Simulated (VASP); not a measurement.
# CoSi2 in VASP: notebook, part 2 of 3

VASP 6.6.1.

## (3) Electric field gradients, PBE, collinear spin, ferromagnetic start

This run uses another cell than the first one, of 12.87 Å³/atom.

Input file INCAR:

```
SYSTEM = CoSi2
PREC     = Accurate       ! precision mode
ENCUT    = 520            ! plane-wave cutoff, eV
EDIFF    = 1E-8           ! SCF threshold, eV
ISMEAR   = -1             ! smearing method
SIGMA    = 0.05           ! smearing width, eV
LREAL    = .False.        ! projectors in reciprocal space
LASPH    = .True.         ! aspherical terms in the spheres
NELM     = 150            ! most SCF steps
ALGO     = Normal         ! electronic algorithm
ISIF     = 2              ! what is computed and relaxed
LWAVE    = .False.        ! write WAVECAR
LCHARG   = .False.        ! write CHGCAR
ISPIN    = 2              ! spin polarisation
MAGMOM   = 2 0 0          ! initial moments
LORBIT   = 11             ! projections on sites
LMAXMIX  = 4              ! l up to which the mixer works
GGA      = PE             ! functional
LEFG     = .True.       
NBANDS   = 20             ! bands
```

Input file KPOINTS:

```
Automatic mesh
0
Gamma
  11 11 11
  0 0 0
```

Input file POSCAR:

```
CoSi2
1.0
    0.0000000000      2.6825000000      2.6825000000
    2.6825000000      0.0000000000      2.6825000000
    2.6825000000      2.6825000000      0.0000000000
Co Si
1 2
Direct
    0.0000000000      0.0000000000      0.0000000000
    0.2500000000      0.2500000000      0.2500000000
    0.7500000000      0.7500000000      0.7500000000
```

Potentials or basis: VASP PAW PBE potentials, release 64 (Co, Si).

Command:

```
> cat potpaw_PBE.64/Co/POTCAR potpaw_PBE.64/Si/POTCAR > POTCAR
> mpirun -np 1 vasp_std > vasp.out
```

OUTCAR:

```text
SYSTEM = CoSi2
   PREC = Accurate
   ENCUT = 520
   EDIFF = 1E-8
   ISMEAR = -1
   LREAL = .False.
   LASPH = .True.
   NELM = 150
   ISIF = 2
   ISPIN = 2
   LORBIT = 11
   GGA = PE

 ion  position               nearest neighbor table
   1  0.000  0.000  0.000-   3 2.32   3 2.32   3 2.32   2 2.32   3 2.32   2 2.32   2 2.32   2 2.32

   2  0.250  0.250  0.250-   1 2.32   1 2.32   1 2.32   1 2.32   3 2.68   3 2.68   3 2.68   3 2.68
                             3 2.68   3 2.68
   3  0.750  0.750  0.750-   1 2.32   1 2.32   1 2.32   1 2.32   2 2.68   2 2.68   2 2.68   2 2.68
                             2 2.68   2 2.68

  LATTYP: Found a face centered cubic cell.
 ALAT       =     5.3650000000

  Lattice vectors:

 A1 = (   0.0000000000,   2.6825000000,   2.6825000000)
 A2 = (   2.6825000000,   0.0000000000,   2.6825000000)
 A3 = (   2.6825000000,   2.6825000000,   0.0000000000)

Analysis of symmetry for initial positions (statically):
=====================================================================
 Subroutine PRICEL returns:
 Original cell was already a primitive cell.

[... 1335 lines left out ...]

  energy  without entropy=      -19.2915477086  energy(sigma->0) =      -19.29567957

 Electric field gradients (V/A^2)
---------------------------------------------------------------------
 ion       V_xx      V_yy      V_zz      V_xy      V_xz      V_yz
---------------------------------------------------------------------
   1      -0.000     0.000    -0.000    -0.001    -0.001    -0.001
   2      -0.000     0.000     0.000    -0.000    -0.000    -0.000
   3      -0.000     0.000     0.000    -0.000    -0.000    -0.000
---------------------------------------------------------------------

 Electric field gradients after diagonalization (V/A^2)
 (convention: |V_zz| > |V_xx| > |V_yy|)
----------------------------------------------------------------------
 ion       V_xx      V_yy      V_zz     asymmetry (V_yy - V_xx)/ V_zz
----------------------------------------------------------------------
   1       0.001     0.001    -0.003       0.000
   2       0.000     0.000    -0.000       0.000
   3       0.000     0.000    -0.000       0.000
----------------------------------------------------------------------

           NMR quadrupolar parameters

 Cq : quadrupolar parameter    Cq=e*Q*V_zz/h
 eta: asymmetry parameters     (V_yy - V_xx)/ V_zz
 Q  : nuclear electric quadrupole moment in mb (millibarn)
----------------------------------------------------------------------
 ion       Cq(MHz)       eta       Q (mb)
----------------------------------------------------------------------
   1      -0.000       0.000       1.000
   2      -0.000       0.000       1.000
   3      -0.000       0.000       1.000
----------------------------------------------------------------------

 total charge

# of ion       s       p       d       tot
------------------------------------------
    1        0.538   0.714   7.589   8.841
    2        0.717   0.870   0.000   1.587
    3        0.717   0.870   0.000   1.587
--------------------------------------------------
tot          1.972   2.454   7.589  12.015

 magnetization (x)

# of ion       s       p       d       tot
------------------------------------------
    1       -0.000  -0.000  -0.000  -0.000
    2        0.000  -0.000   0.000  -0.000
    3        0.000  -0.000   0.000  -0.000
--------------------------------------------------
tot         -0.000  -0.000  -0.000  -0.000
```

OSZICAR:

```text
N       E                     dE             d eps       ncg     rms          rms(c)
DAV:   1     0.684913062943E+02    0.68491E+02   -0.66096E+03  4520   0.816E+02
DAV:   2    -0.158023340848E+02   -0.84294E+02   -0.73712E+02  4756   0.185E+02
DAV:   3    -0.203062372729E+02   -0.45039E+01   -0.43698E+01  5420   0.459E+01
[... 11 lines left out ...]
DAV:  15    -0.192998114597E+02   -0.86105E-06   -0.18727E-06  4964   0.734E-03    0.514E-03
DAV:  16    -0.192998113072E+02    0.15247E-06   -0.10836E-07  5292   0.299E-03    0.133E-03
DAV:  17    -0.192998113534E+02   -0.46201E-07   -0.57051E-09  3932   0.676E-04    0.684E-04
DAV:  18    -0.192998114220E+02   -0.68593E-07   -0.36200E-09  3276   0.523E-04    0.140E-04
DAV:  19    -0.192998114351E+02   -0.13100E-07   -0.14212E-09  2732   0.253E-04    0.551E-05
DAV:  20    -0.192998114358E+02   -0.72669E-09   -0.13038E-10  2636   0.924E-05
   1 F= -.19299811E+02 E0= -.19295680E+02  d E =-.826373E-02  mag=     0.0000
```

Run time: 59 s. Hardware: 1 thread of Intel Xeon Platinum 8488C (Sapphire Rapids), shared host; peak memory 0.21 GiB.

What came out:

```
Free energy                                           : -19.2998 eV
Pressure                                              : -0.7 GPa
Net moment                                            : 0.00 μB per cell
Largest electric field gradient by atom               : zero within the noise of the run
Valence electrons inside the program's atomic spheres : Co 8.84; Si 1.59
```

Levels at points of the mesh, in eV from the Fermi level:
Spin up:
| k point | band 7 | band 8 | band 9 | band 10 | band 11 | band 12 |
| --- | --- | --- | --- | --- | --- | --- |
| (0.00, 0.00, 0.00) | 0.71 | 3.39 | 3.39 | 3.39 | 3.45 | 3.45 |
Spin down:
| k point | band 5 | band 6 | band 7 | band 8 | band 9 | band 10 | band 11 | band 12 | band 13 | band 14 |
| --- | --- | --- | --- | --- | --- | --- | --- | --- | --- | --- |
| (0.00, 0.00, 0.00) | -1.89 | -1.89 | 0.71 | 3.39 | 3.39 | 3.39 | 3.45 | 3.45 | 3.45 | 5.65 |

## (4) Electric field gradients, PBE, collinear spin, ferromagnetic start

This run uses another cell than the first one, of 12.87 Å³/atom.

Input file INCAR:

```
  PREC = Accurate
  ENCUT = 520
  EDIFF = 1E-8
  ISMEAR = -1
  SIGMA = 0.05
  LREAL = F
  LASPH = T
  NELM = 150
  ALGO = Normal
  ISIF = 2
  LWAVE = F
  LCHARG = F
  ISPIN = 2
  MAGMOM = 2 0 0
  LORBIT = 11
  LMAXMIX = 4
  GGA = PE
  LEFG = T
  NBANDS = 20
```

Input file KPOINTS:

```
Automatic mesh
0
Gamma
  11 11 11
```

POSCAR is that of step 3.

Potentials or basis: VASP PAW PBE potentials, release 64 (Co, Si).

Command:

```
> cat potpaw_PBE.64/Co/POTCAR potpaw_PBE.64/Si/POTCAR > POTCAR
> mpirun -np 1 vasp_std > vasp.out
```

OUTCAR:

```text
PREC = Accurate
   ENCUT = 520
   EDIFF = 1E-8
   ISMEAR = -1
   LREAL = F
   LASPH = T
   NELM = 150
   ISIF = 2
   ISPIN = 2
   LORBIT = 11
   GGA = PE

 ion  position               nearest neighbor table
   1  0.000  0.000  0.000-   3 2.32   3 2.32   3 2.32   2 2.32   3 2.32   2 2.32   2 2.32   2 2.32

   2  0.250  0.250  0.250-   1 2.32   1 2.32   1 2.32   1 2.32   3 2.68   3 2.68   3 2.68   3 2.68
                             3 2.68   3 2.68
   3  0.750  0.750  0.750-   1 2.32   1 2.32   1 2.32   1 2.32   2 2.68   2 2.68   2 2.68   2 2.68
                             2 2.68   2 2.68

  LATTYP: Found a face centered cubic cell.
 ALAT       =     5.3650000000

  Lattice vectors:

 A1 = (   0.0000000000,   2.6825000000,   2.6825000000)
 A2 = (   2.6825000000,   0.0000000000,   2.6825000000)
 A3 = (   2.6825000000,   2.6825000000,   0.0000000000)

Analysis of symmetry for initial positions (statically):
=====================================================================
 Subroutine PRICEL returns:
 Original cell was already a primitive cell.

 Routine SETGRP: Setting up the symmetry group for a
 face centered cubic supercell.

 Subroutine GETGRP returns: Found 48 space group operations
 (whereof 48 operations were pure point group operations)
 out of a pool of 48 trial point group operations.

The static configuration has the point symmetry O_h .

Analysis of symmetry for dynamics (positions and initial velocities):
=====================================================================
 Subroutine PRICEL returns:
 Original cell was already a primitive cell.

[... 1297 lines left out ...]
  Total       -0.1665124     -0.1665124     -0.1665124     -0.0000000      0.0000000      0.0000000
  in kB       -6.9104743     -6.9104743     -6.9104743     -0.0000000      0.0000000      0.0000000
  external PRESSURE =      -6.9104743 kB  Pullay stress =       0.0000000 kB

 VOLUME and BASIS-vectors are now :
 -----------------------------------------------------------------------------
  energy-cutoff  :      520.00
  volume of cell :       38.61
      direct lattice vectors                 reciprocal lattice vectors
     0.000000000  2.682500000  2.682500000    -0.186393290  0.186393290  0.186393290
     2.682500000  0.000000000  2.682500000     0.186393290 -0.186393290  0.186393290
     2.682500000  2.682500000  0.000000000     0.186393290  0.186393290 -0.186393290

 POSITION                                       TOTAL-FORCE (eV/Angst)
 -----------------------------------------------------------------------------------
      0.00000      0.00000      0.00000         0.000000      0.000000     -0.000000
      1.34125      1.34125      1.34125         0.000000      0.000000      0.000000
      4.02375      4.02375      4.02375        -0.000000     -0.000000     -0.000000
 -----------------------------------------------------------------------------------
    total drift:                               -0.000000     -0.000000      0.000000

  FREE ENERGIE OF THE ION-ELECTRON SYSTEM (eV)
  ---------------------------------------------------
  free  energy   TOTEN  =       -19.2998114358 eV

  energy  without entropy=      -19.2915477086  energy(sigma->0) =      -19.29567957

 Electric field gradients (V/A^2)
---------------------------------------------------------------------
 ion       V_xx      V_yy      V_zz      V_xy      V_xz      V_yz
---------------------------------------------------------------------
   1      -0.000     0.000    -0.000    -0.001    -0.001    -0.001
   2      -0.000     0.000     0.000    -0.000    -0.000    -0.000
   3      -0.000     0.000     0.000    -0.000    -0.000    -0.000
---------------------------------------------------------------------

 Electric field gradients after diagonalization (V/A^2)
 (convention: |V_zz| > |V_xx| > |V_yy|)
----------------------------------------------------------------------
 ion       V_xx      V_yy      V_zz     asymmetry (V_yy - V_xx)/ V_zz
----------------------------------------------------------------------
   1       0.001     0.001    -0.003       0.000
   2       0.000     0.000    -0.000       0.000
   3       0.000     0.000    -0.000       0.000
----------------------------------------------------------------------

           NMR quadrupolar parameters

 Cq : quadrupolar parameter    Cq=e*Q*V_zz/h
 eta: asymmetry parameters     (V_yy - V_xx)/ V_zz
 Q  : nuclear electric quadrupole moment in mb (millibarn)
----------------------------------------------------------------------
 ion       Cq(MHz)       eta       Q (mb)
----------------------------------------------------------------------
   1      -0.000       0.000       1.000
   2      -0.000       0.000       1.000
   3      -0.000       0.000       1.000
----------------------------------------------------------------------

 total charge

# of ion       s       p       d       tot
------------------------------------------
    1        0.538   0.714   7.589   8.841
    2        0.717   0.870   0.000   1.587
    3        0.717   0.870   0.000   1.587
--------------------------------------------------
tot          1.972   2.454   7.589  12.015

 magnetization (x)

# of ion       s       p       d       tot
------------------------------------------
    1       -0.000  -0.000  -0.000  -0.000
    2        0.000  -0.000   0.000  -0.000
    3        0.000  -0.000   0.000  -0.000
--------------------------------------------------
tot         -0.000  -0.000  -0.000  -0.000
```

stdout:

```text
POSCAR found type information on POSCAR CoSi
 POSCAR found :  2 types and       3 ions
 scaLAPACK will be used
 LDA part: xc-table for (Slater+PW92), standard interpolation
 POSCAR, INCAR and KPOINTS ok, starting setup
 FFT: planning ... GRIDC
 FFT: planning ... GRID_SOFT
 FFT: planning ... GRID
 WAVECAR not read
 entering main loop
ion   1

ion   2

ion   3
```

It took 65 s on 1 thread of Intel Xeon Platinum 8488C (Sapphire Rapids), shared host; peak memory 0.21 GiB.

What came out:

| Property | Result |
| --- | --- |
| Free energy | -19.2998 eV |
| Pressure | -0.7 GPa |
| Net moment | 0.00 μB per cell |
| Largest electric field gradient by atom | zero within the noise of the run |
| Valence electrons inside the program's atomic spheres | Co 8.84; Si 1.59 |

Levels at points of the mesh, in eV from the Fermi level:
Spin up:
```
           k point  band 7  band 8  band 9  band 10  band 11  band 12
(0.00, 0.00, 0.00)    0.71    3.39    3.39     3.39     3.45     3.45
```
Spin down:
| k point | band 5 | band 6 | band 7 | band 8 | band 9 | band 10 | band 11 | band 12 | band 13 | band 14 |
| --- | --- | --- | --- | --- | --- | --- | --- | --- | --- | --- |
| (0.00, 0.00, 0.00) | -1.89 | -1.89 | 0.71 | 3.39 | 3.39 | 3.39 | 3.45 | 3.45 | 3.45 | 5.65 |

[end of part 2 of 3]
